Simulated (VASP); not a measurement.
# Ru in VASP: single point with PBE+D3(BJ)

Aim: the single point of Ru with PBE+D3(BJ).

All numbers are computed with VASP 6.6.1; they aren't measurements. Logs are shortened: lines on timing, memory, paths and dates and some standing lists are left out, and cuts for length are marked.

## Step 1: The cell of the first run

The cell holds a slab with vacuum, 24 atoms: a = 5.400 Å, b = 8.100 Å, c = 19.415 Å, α = 90.00°, β = 90.00°, γ = 60.00°.

## Step 2: Single point, PBE+D3(BJ)

INCAR

```
ALGO = Normal ; EDIFF = 1E-6
ENCUT = 520 ; GGA = PE
ISIF = 2 ; ISMEAR = -1
IVDW = 12 ; LASPH = True
LCHARG = False ; LREAL = Auto
LWAVE = False ; NBANDS = 186
NELM = 100 ; PREC = Accurate
SIGMA = 0.15
```

KPOINTS

```
k-points
0
Gamma
  3 2 1
```

POSCAR

```
Ru
1.0
    5.4000000000      0.0000000000      0.0000000000
    4.0500000000      7.0148060000      0.0000000000
    0.0000000000      0.0000000000     19.4152000000
Ru
24
Direct
   -0.1666666833      0.2222222278      0.0515060000
    0.3333333167      0.2222222278      0.0515060000
   -0.1666666833      0.5555555611      0.0515060000
    0.3333333167      0.5555555611      0.0515060000
   -0.1666666833      0.8888888944      0.0515060000
    0.3333333167      0.8888888944      0.0515060000
   -0.0000000156     -0.0000000039      0.1581696388
    0.4999999844     -0.0000000039      0.1581696388
   -0.0000000156      0.3333333294      0.1581696388
    0.4999999844      0.3333333294      0.1581696388
   -0.0000000156      0.6666666628      0.1581696388
    0.4999999844      0.6666666628      0.1581696388
   -0.1666666908      0.2222222321      0.2678038647
    0.3333333092      0.2222222321      0.2678038647
   -0.1666666908      0.5555555655      0.2678038647
    0.3333333092      0.5555555655      0.2678038647
   -0.1666666908      0.8888888988      0.2678038647
    0.3333333092      0.8888888988      0.2678038647
   -0.0000000321      0.0000000145      0.3743337572
    0.4999999679      0.0000000145      0.3743337572
   -0.0000000321      0.3333333479      0.3743337572
    0.4999999679      0.3333333479      0.3743337572
   -0.0000000321      0.6666666812      0.3743337572
    0.4999999679      0.6666666812      0.3743337572
```

Potentials or basis: VASP PAW PBE potentials, release 64 (Ru_pv).

Run with:

```sh
cat potpaw_PBE.64/Ru_pv/POTCAR > POTCAR
mpirun -np 1 vasp_std > vasp.out
```

OUTCAR:

```text
EDIFF = 1E-6
   ENCUT = 520
   GGA = PE
   ISIF = 2
   ISMEAR = -1
   IVDW = 12
   LASPH = True
   LREAL = Auto
   NELM = 100
   PREC = Accurate
 IVDW          = 12

 ion  position               nearest neighbor table
   1  0.833  0.222  0.052-   9 2.59  10 2.59   7 2.59   2 2.70   2 2.70   3 2.70   4 2.70   6 2.70
                             5 2.70
   2  0.333  0.222  0.052-  10 2.59   9 2.59   8 2.59   1 2.70   1 2.70   4 2.70   3 2.70   5 2.70
                             6 2.70
   3  0.833  0.556  0.052-  11 2.59  12 2.59   9 2.59   4 2.70   4 2.70   1 2.70   5 2.70   2 2.70
                             6 2.70
   4  0.333  0.556  0.052-  12 2.59  11 2.59  10 2.59   3 2.70   3 2.70   2 2.70   6 2.70   1 2.70
                             5 2.70
   5  0.833  0.889  0.052-   7 2.59   8 2.59  11 2.59   6 2.70   6 2.70   3 2.70   4 2.70   2 2.70
                             1 2.70
   6  0.333  0.889  0.052-   8 2.59   7 2.59  12 2.59   5 2.70   5 2.70   4 2.70   3 2.70   1 2.70
                             2 2.70
   7  1.000  1.000  0.158-   5 2.59   6 2.59   1 2.59  17 2.64  18 2.64  13 2.64   8 2.70   8 2.70
                             9 2.70  11 2.70  10 2.70  12 2.70
   8  0.500  1.000  0.158-   6 2.59   5 2.59   2 2.59  18 2.64  17 2.64  14 2.64   7 2.70   7 2.70
                            10 2.70  12 2.70   9 2.70  11 2.70
   9  1.000  0.333  0.158-   1 2.59   2 2.59   3 2.59  13 2.64  14 2.64  15 2.64  10 2.70  10 2.70
[... 17 lines left out ...]
  18  0.333  0.889  0.268-  20 2.59  24 2.59  19 2.59   8 2.64   7 2.64  12 2.64  17 2.70  17 2.70
                            16 2.70  14 2.70  15 2.70  13 2.70
  19  1.000  0.000  0.374-  17 2.59  13 2.59  18 2.59  20 2.70  20 2.70  23 2.70  24 2.70  22 2.70
                            21 2.70
  20  0.500  0.000  0.374-  18 2.59  14 2.59  17 2.59  19 2.70  19 2.70  24 2.70  23 2.70  21 2.70
                            22 2.70
  21  1.000  0.333  0.374-  13 2.59  15 2.59  14 2.59  22 2.70  22 2.70  23 2.70  24 2.70  20 2.70
                            19 2.70
  22  0.500  0.333  0.374-  14 2.59  16 2.59  13 2.59  21 2.70  21 2.70  24 2.70  23 2.70  19 2.70
                            20 2.70
  23  1.000  0.667  0.374-  15 2.59  17 2.59  16 2.59  24 2.70  24 2.70  21 2.70  19 2.70  22 2.70
                            20 2.70
  24  0.500  0.667  0.374-  16 2.59  18 2.59  15 2.59  23 2.70  23 2.70  22 2.70  20 2.70  21 2.70
                            19 2.70

  LATTYP: Found a simple monoclinic cell.
 ALAT       =     5.4000000000
 B/A-ratio  =     3.5954074074
 C/A-ratio  =     1.3228756972
 COS(beta)  =    -0.1889822305

  Lattice vectors:

 A1 = (   5.4000000000,   0.0000000000,   0.0000000000)
 A2 = (   0.0000000000,   0.0000000000, -19.4152000000)
 A3 = (  -1.3500000000,   7.0148060000,   0.0000000000)

Analysis of symmetry for initial positions (statically):
=====================================================================
 Subroutine PRICEL returns following result:

  LATTYP: Found a hexagonal cell.
[... 157 lines left out ...]
   NUPDOWN=      -1.0000    fix difference up-down
   EMIN   =  10.00;   EMAX   =-10.00  energy-range for DOS
   EFERMI =   0.00;   METHOD = LEGACY
   ISMEAR =    -1;   SIGMA  =   0.15  broadening in eV -4-tet -1-fermi 0-gaus
   EFERMI_NEDOS =   21; number of points for ismear=-14 and -15
   IALGO  =     38    algorithm
   IMIX   =      4    mixing-type and parameters
     AMIX     =   0.40;   BMIX     =  1.00
     AMIX_MAG =   1.60;   BMIX_MAG =  1.00
  volume/ion in A,a.u.               =      30.64       206.79
  Fermi-wavevector in a.u.,A,eV,Ry     =   1.260871  2.382702 21.630500  1.589797
  Thomas-Fermi vector in A             =   2.394359
   LORBIT       =      0    0 simple, 1 ext, 2 COOP (PROOUT), +10 PAW based schemes
   GGA     = PE    functional components
   LHFCALC =     F    Hartree Fock is set to
   AEXX    =    0.0000 exact exchange contribution
   IVDW    =    12    specifies the selected vdW correction
   LEPSILON=     F    determine dielectric tensor
   LRPA    =     F    only Hartree local field effects (RPA)
 non-spin polarized calculation
  energy-cutoff  :      520.00
  volume of cell :      735.45
 maximum number of plane-waves:     19853
   NGX = 21   NGY = 31   NGZ = 73

 number of electron     335.9999992 magnetization

 Free energy of the ion-electron system (eV)
  ---------------------------------------------------
  ext. energy  EPLUGINS =         0.00000000
  ---------------------------------------------------
  free energy    TOTEN  =      -209.75566867 eV

  energy without entropy =     -207.83704835  energy(sigma->0) =     -208.79635851

 E-fermi :   2.9997     XC(G=0):  -7.2297

 val. band max:        2.9672782104   @ k =   0.3333   0.0000   0.0000
 cond. band min:       3.1047766814   @ k =   0.0000   0.0000   0.0000
 fundamental gap:      0.1374984710
 Fermi energy:         2.9996898555

 k-point     1 :       0.0000    0.0000    0.0000
  band No.  band energies     occupation
      1     -40.7438      2.00000
      2     -40.7334      2.00000
      3     -40.6811      2.00000
      4     -40.6362      2.00000
      5     -40.6362      2.00000
      6     -40.6026      2.00000
[... 721 lines left out ...]
    179       3.5034      0.06725
    180       3.7842      0.01065
 [bands above 180 left out]

------------------------ aborting loop because EDIFF is reached ----------------------------------------

 Edisp (eV)  -11.15244

 E8    (eV) :    -5.2735

  FORCE on cell =-STRESS in cart. coord.  units (eV):
  Direction    XX          YY          ZZ          XY          YZ          ZX
  --------------------------------------------------------------------------------------
  -------------------------------------------------------------------------------------
  Total     -10.51856   -10.52118     0.01621     0.00074     0.00542    -0.00682
  in kB     -22.91477   -22.92049     0.03531     0.00161     0.01182    -0.01486
  external pressure =      -15.27 kB  Pullay stress =        0.00 kB

 VOLUME and BASIS-vectors are now :
 -----------------------------------------------------------------------------
  energy-cutoff  :      520.00
  volume of cell :      735.45
      direct lattice vectors                 reciprocal lattice vectors
     5.400000000  0.000000000  0.000000000     0.185185185 -0.106916713  0.000000000
     4.050000000  7.014806000  0.000000000     0.000000000  0.142555617  0.000000000
     0.000000000  0.000000000 19.415200000     0.000000000  0.000000000  0.051506037

 POSITION                                       TOTAL-FORCE (eV/Angst)
 -----------------------------------------------------------------------------------
      5.40000      1.55885      1.00000         0.000171     -0.000142     -0.000048
      2.70000      1.55885      1.00000         0.000171     -0.000142     -0.000048
      6.75000      3.89711      1.00000         0.000171     -0.000142     -0.000048
      4.05000      3.89711      1.00000         0.000171     -0.000142     -0.000048
      8.10000      6.23538      1.00000         0.000171     -0.000142     -0.000048
      5.40000      6.23538      1.00000         0.000171     -0.000142     -0.000048
[... 16 lines left out ...]
      8.10000      4.67654      7.26776        -0.000162      0.000135      0.028571
      5.40000      4.67654      7.26776        -0.000162      0.000135      0.028571
 -----------------------------------------------------------------------------------
    total drift:                               -0.000030     -0.000012     -0.030817

  FREE ENERGIE OF THE ION-ELECTRON SYSTEM (eV)
  ---------------------------------------------------
  free  energy   TOTEN  =      -220.9081123725 eV

  energy  without entropy=     -218.9894920525  energy(sigma->0) =     -219.94880221
```

OSZICAR:

```text
N       E                     dE             d eps       ncg     rms          rms(c)
DAV:   1     0.396852427279E+04    0.39685E+04   -0.21179E+05  1784   0.177E+03
DAV:   2    -0.338071413020E+02   -0.40023E+04   -0.39169E+04  1560   0.536E+02
DAV:   3    -0.211597565299E+03   -0.17779E+03   -0.17146E+03  2264   0.943E+01
[... 34 lines left out ...]
DAV:  38    -0.209755664263E+03   -0.13447E-05   -0.13415E-05   864   0.635E-05    0.480E-04
DAV:  39    -0.209755665502E+03   -0.12390E-05   -0.12374E-05   864   0.589E-05    0.524E-04
DAV:  40    -0.209755666650E+03   -0.11475E-05   -0.11443E-05   864   0.482E-05    0.582E-04
DAV:  41    -0.209755667704E+03   -0.10538E-05   -0.10529E-05   864   0.488E-05    0.624E-04
DAV:  42    -0.209755668672E+03   -0.96807E-06   -0.96587E-06   864   0.403E-05
   1 F= -.22090811E+03 E0= -.21994880E+03  d E =-.191862E+01
```

Run time: 60 min. Hardware: 1 thread of Oxide Virtual Turin-like, shared host; peak memory 0.84 GiB.

Results:

```yaml
Free_energy: -220.9081 eV
Largest_force: 0.029 eV/Å
Band_gap_on_the_k_mesh: zero (bands 168 and 169 overlap by 0.44 eV)
Dispersion_energy_per_atom: -0.465 eV
```

Forces in eV/Å, atoms in the order of the input:
```
Ru   0.000  0.000  0.000
Ru   0.000  0.000  0.000
Ru   0.000  0.000  0.000
Ru   0.000  0.000  0.000
Ru   0.000  0.000  0.000
Ru   0.000  0.000  0.000
Ru   0.000  0.000 -0.015
Ru   0.000  0.000 -0.015
Ru   0.000  0.000 -0.015
Ru   0.000  0.000 -0.015
Ru   0.000  0.000 -0.015
Ru   0.000  0.000 -0.015
Ru   0.000  0.000 -0.013
Ru   0.000  0.000 -0.013
Ru   0.000  0.000 -0.013
Ru   0.000  0.000 -0.013
Ru   0.000  0.000 -0.013
Ru   0.000  0.000 -0.013
Ru   0.000  0.000  0.029
Ru   0.000  0.000  0.029
Ru   0.000  0.000  0.029
Ru   0.000  0.000  0.029
Ru   0.000  0.000  0.029
Ru   0.000  0.000  0.029
```

Levels at points of the mesh, in eV from the Fermi level:
```csv
k point,band 164,band 165,band 166,band 167,band 168,band 169,band 170,band 171
"(0.00, 0.00, 0.00)",0.11,0.13,0.15,0.21,0.21,0.38,0.38,0.39
"(0.00, 0.50, 0.00)",-0.28,-0.03,-0.03,0.13,0.13,0.15,0.15,0.39
```

Caveat: the k points lie up to 0.45 Å⁻¹ apart; there is no dipole correction, which matters where the two faces differ.

The gap in the log of VASP goes by the Fermi energy; the results here count the filled bands.